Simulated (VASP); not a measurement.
# C (I4/mmm) in VASP: relaxation of cell and atoms with PBE

Aim: the relaxation of cell and atoms of C with PBE.

Program: VASP 6.6.1. These are calculated values, not measurements. Logs are shortened: lines on timing, memory, paths and dates and some standing lists are left out, and cuts for length are marked.

### 1 The cell of the first run

Symmetry: I4/mmm, No. 139, tetragonal system. Conventional cell: a = 1.623 Å, b = 1.623 Å, c = 8.281 Å, α = 90.00°, β = 90.00°, γ = 90.00°. C (site symmetry 4/mmm) has 4 C at 1.62 Å within 2.2 Å.

The cell was generated, and may not be a known phase.

### 2 Relaxation of cell and atoms, PBE

File INCAR:

```
PREC     = Accurate       # precision mode
ENCUT    = 600            # plane-wave cutoff, eV
EDIFF    = 1E-7           # SCF threshold, eV
ISMEAR   = 0              # smearing method
SIGMA    = 0.1            # smearing width, eV
LREAL    = F              # projectors in reciprocal space
LASPH    = T              # aspherical terms in the spheres
NELM     = 120            # most SCF steps
ALGO     = Normal         # electronic algorithm
ISIF     = 3              # what is computed and relaxed
LWAVE    = F              # write WAVECAR
LCHARG   = F              # write CHGCAR
GGA      = PE             # functional
IBRION   = 2              # ionic algorithm
NSW      = 100            # ionic steps
EDIFFG   = -0.01          # ionic threshold
GGA_COMPAT= F            
NELMIN   = 4
```

File KPOINTS:

```
regular mesh
0
Gamma
  46 46 46
```

File POSCAR:

```
C
1.0
   -0.8114999902      0.8114999902      4.1404419042
    0.8114999902     -0.8114999902      4.1404419042
    0.8114999902      0.8114999902     -4.1404419042
C
1
Direct
    0.0000000000      0.0000000000      0.0000000000
```

Potentials or basis: VASP PAW PBE potentials, release 64 (C).

The run is started by

```sh
> cat potpaw_PBE.64/C/POTCAR > POTCAR
> mpirun -np 1 vasp_std > vasp.out
```

OUTCAR:

```text
PREC = Accurate
   ENCUT = 600
   EDIFF = 1E-7
   ISMEAR = 0
   LREAL = F
   LASPH = T
   NELM = 120
   ISIF = 3
   GGA = PE
   IBRION = 2
   NSW = 100
   EDIFFG = -0.01
   NELMIN = 4

 ion  position               nearest neighbor table
   1  0.000  0.000  0.000-

  LATTYP: Found a body centered tetragonal cell.
 ALAT       =     1.6229999804
 C/A-ratio  =     5.1022081999

  Lattice vectors:

 A1 = (  -0.8114999902,   0.8114999902,   4.1404419042)
 A2 = (   0.8114999902,  -0.8114999902,   4.1404419042)
 A3 = (   0.8114999902,   0.8114999902,  -4.1404419042)

Analysis of symmetry for initial positions (statically):
=====================================================================
 Subroutine PRICEL returns:
 Original cell was already a primitive cell.

 Routine SETGRP: Setting up the symmetry group for a
 body centered tetragonal supercell.

 Subroutine GETGRP returns: Found 16 space group operations
 (whereof 16 operations were pure point group operations)
 out of a pool of 16 trial point group operations.

The static configuration has the point symmetry D_4h.

Analysis of symmetry for dynamics (positions and initial velocities):
=====================================================================
 Subroutine PRICEL returns:
 Original cell was already a primitive cell.

 Routine SETGRP: Setting up the symmetry group for a
 body centered tetragonal supercell.

 Subroutine GETGRP returns: Found 16 space group operations
 (whereof 16 operations were pure point group operations)
 out of a pool of 16 trial point group operations.

The dynamic configuration has the point symmetry D_4h.

 Subroutine INISYM returns: Found 16 space group operations
 (whereof 16 operations are pure point group operations),
 and found     1 'primitive' translations

----------------------------------------------------------------------------------------

                                     Primitive cell

  volume of cell :      10.9065

  direct lattice vectors                    reciprocal lattice vectors
    -0.811499990  0.811499990  4.140441904     0.000000000  0.616142953  0.120760057
[... 104 lines left out ...]
     AMIX_MAG =   1.60;   BMIX_MAG =  1.00
  volume/ion in A,a.u.               =      10.91        73.60
  Fermi-wavevector in a.u.,A,eV,Ry     =   1.171836  2.214449 18.683522  1.373200
  Thomas-Fermi vector in A             =   2.308274
   LORBIT       =      0    0 simple, 1 ext, 2 COOP (PROOUT), +10 PAW based schemes
   GGA     = PE    functional components
   LHFCALC =     F    Hartree Fock is set to
   AEXX    =    0.0000 exact exchange contribution
   IVDW    =     0    specifies the selected vdW correction
   LEPSILON=     F    determine dielectric tensor
   LRPA    =     F    only Hartree local field effects (RPA)
 conjugate gradient relaxation of ions
 non-spin polarized calculation
 Gauss-broadening in eV      SIGMA  =   0.10
  energy-cutoff  :      600.00
  volume of cell :       10.91
 maximum number of plane-waves:       379
   NGX = 17   NGY = 17   NGZ = 17

--------------------------------------- Ionic step        1  -------------------------------------------

 number of electron       4.0000000 magnetization

 Free energy of the ion-electron system (eV)
  ---------------------------------------------------
  ext. energy  EPLUGINS =         0.00000000
  ---------------------------------------------------
  free energy    TOTEN  =        -6.62911913 eV

  energy without entropy =       -6.62749889  energy(sigma->0) =       -6.62830901

------------------------ aborting loop because EDIFF is reached ----------------------------------------

  FORCE on cell =-STRESS in cart. coord.  units (eV):
  Direction    XX          YY          ZZ          XY          YZ          ZX
  --------------------------------------------------------------------------------------
  -------------------------------------------------------------------------------------
  Total        0.0207958      0.0207958     -0.0129229      0.0000000     -0.0000000      0.0000000
  in kB        3.0549372      3.0549372     -1.8984027      0.0000000     -0.0000000      0.0000000
  external PRESSURE =       1.4038239 kB  Pullay stress =       0.0000000 kB
[... 86 lines left out ...]
  FREE ENERGIE OF THE ION-ELECTRON SYSTEM (eV)
  ---------------------------------------------------
  free  energy   TOTEN  =        -6.6291302435 eV

  energy  without entropy=       -6.6275052752  energy(sigma->0) =       -6.62831776

[... ionic steps 4 to 11 ...]

--------------------------------------- Ionic step       12  -------------------------------------------

 number of electron       4.0000000 magnetization

------------------------ aborting loop because EDIFF is reached ----------------------------------------
[... 65 lines left out ...]
--------------------------------------- Ionic step       14  -------------------------------------------

 number of electron       4.0000000 magnetization

 Free energy of the ion-electron system (eV)
  ---------------------------------------------------
  ext. energy  EPLUGINS =         0.00000000
  ---------------------------------------------------
  free energy    TOTEN  =        -6.62972103 eV

  energy without entropy =       -6.62821844  energy(sigma->0) =       -6.62896973

 E-fermi :   3.3657     XC(G=0):  -9.7268

 val. band max:        3.3656402502   @ k =   0.2826   0.1522   0.0652
 cond. band min:       3.3657523498   @ k =   0.3043   0.2609   0.0435
 fundamental gap:      0.0001120996
 Fermi energy:         3.3656711028

 k-point     1 :       0.0000    0.0000    0.0000
  band No.  band energies     occupation
      1     -15.8845      2.00000
      2      -3.1085      2.00000
      3       7.2657      0.00000
      4      19.1084      0.00000
      5      19.1084      0.00000
      6      25.9031      0.00000
[... 199 lines left out ...]
 k-point    24 :       0.5000    0.0000    0.0000
  band No.  band energies     occupation
      1      -6.8142      2.00000
      2      -3.1525      2.00000
      3       5.1846      0.00000
      4      16.0091      0.00000
      5      22.0309      0.00000
      6      23.1527      0.00000

 [... further k-points ...]

------------------------ aborting loop because EDIFF is reached ----------------------------------------

  FORCE on cell =-STRESS in cart. coord.  units (eV):
  Direction    XX          YY          ZZ          XY          YZ          ZX
  --------------------------------------------------------------------------------------
  -------------------------------------------------------------------------------------
  Total        0.0081606      0.0081606      0.0030227      0.0000000      0.0000000      0.0000000
  in kB        1.2992192      1.2992192      0.4812431      0.0000000      0.0000000      0.0000000
  external PRESSURE =       1.0265605 kB  Pullay stress =       0.0000000 kB
[... 16 lines left out ...]
  FREE ENERGIE OF THE ION-ELECTRON SYSTEM (eV)
  ---------------------------------------------------
  free  energy   TOTEN  =        -6.6297210269 eV

  energy  without entropy=       -6.6282184370  energy(sigma->0) =       -6.62896973

 reached required accuracy - stopping structural energy minimisation
```

OSZICAR:

```text
N       E                     dE             d eps       ncg     rms          rms(c)
DAV:   1     0.121000269786E+01    0.12100E+01   -0.24473E+03 85008   0.689E+02
DAV:   2    -0.676213783728E+01   -0.79721E+01   -0.71543E+01115020   0.709E+01
[... 106 lines left out ...]
DAV:   1    -0.663082042475E+01   -0.11084E-02   -0.37088E-02 84444   0.146E+00    0.134E-01
DAV:   2    -0.662996697054E+01    0.85345E-03   -0.10900E-03 85152   0.246E-01    0.620E-02
DAV:   3    -0.662971824946E+01    0.24872E-03   -0.80221E-04 84090   0.178E-01    0.125E-02
DAV:   4    -0.662971944328E+01   -0.11938E-05   -0.53594E-06 82446   0.249E-02    0.935E-03
DAV:   5    -0.662972092699E+01   -0.14837E-05   -0.20715E-06 85020   0.147E-02    0.212E-03
DAV:   6    -0.662972102886E+01   -0.10188E-06   -0.82103E-08 95922   0.225E-03    0.193E-03
DAV:   7    -0.662972102694E+01    0.19200E-08   -0.52897E-08 76272   0.198E-03
  14 F= -.66297210E+01 E0= -.66289697E+01  d E =-.396267E-04
```

CONTCAR:

```text
C
   1.00000000000000
    -0.8115533525934592    0.8115533525934587    3.8199162615706554
     0.8115533525934590   -0.8115533525934594    3.8199162615706554
     0.8115533525934592    0.8115533525934594   -3.8199162615706554
  C
     1
Direct
     0.0000000000000000    0.0000000000000000    1.0000000000000000

  0.00000000E+00  0.00000000E+00  0.00000000E+00
```

Wall time 77 min (1 thread of Intel Xeon 6975P-C (Granite Rapids), shared host); peak memory 0.73 GiB.

Results:

| Property | Result |
| --- | --- |
| Free energy | -6.6297 eV |
| Relaxed volume | 10.06 Å³/atom |
| Relaxed cell | a = 3.989 Å, b = 3.989 Å, c = 3.989 Å, α = 156.52°, β = 156.52°, γ = 33.45° |
| Space group after relaxing (to 0.1 Å) | I4/mmm (No. 139) |
| Energy gained by relaxing | 0.6 meV/atom |
| Ionic steps | 14 |
| Pressure after relaxing | 0.1 GPa |
| Band gap on the k mesh | zero (bands 2 and 3 overlap by 2.43 eV) |

Stress tensor (GPa, compression positive):
```
0.13 0.00 0.00
0.00 0.13 0.00
0.00 0.00 0.05
```

Step by step:
```csv
step,energy change (eV),largest force (eV/Å),pressure (GPa),volume (Å³)
1,0.0000,0.0000,0.14,10.91
2,0.0000,0.0000,-0.39,10.92
3,0.0000,0.0000,-0.09,10.91
4,0.0000,0.0000,-0.09,10.91
5,0.0000,0.0000,-0.08,10.89
6,-0.0001,0.0000,-0.05,10.84
7,-0.0002,0.0000,0.02,10.76
8,-0.0003,0.0000,0.14,10.60
9,-0.0006,0.0000,0.43,10.27
10,-0.0006,0.0000,0.55,10.14
11,-0.0006,0.0000,0.53,10.13
12,-0.0006,0.0000,0.47,10.12
13,-0.0006,0.0000,0.34,10.10
14,-0.0006,0.0000,0.10,10.06
```

Final structure:
```
C
1.0
    -0.81155    0.81155    3.81992
     0.81155   -0.81155    3.81992
     0.81155    0.81155   -3.81992
C
1
Direct
  0.00000 0.00000 0.00000
```
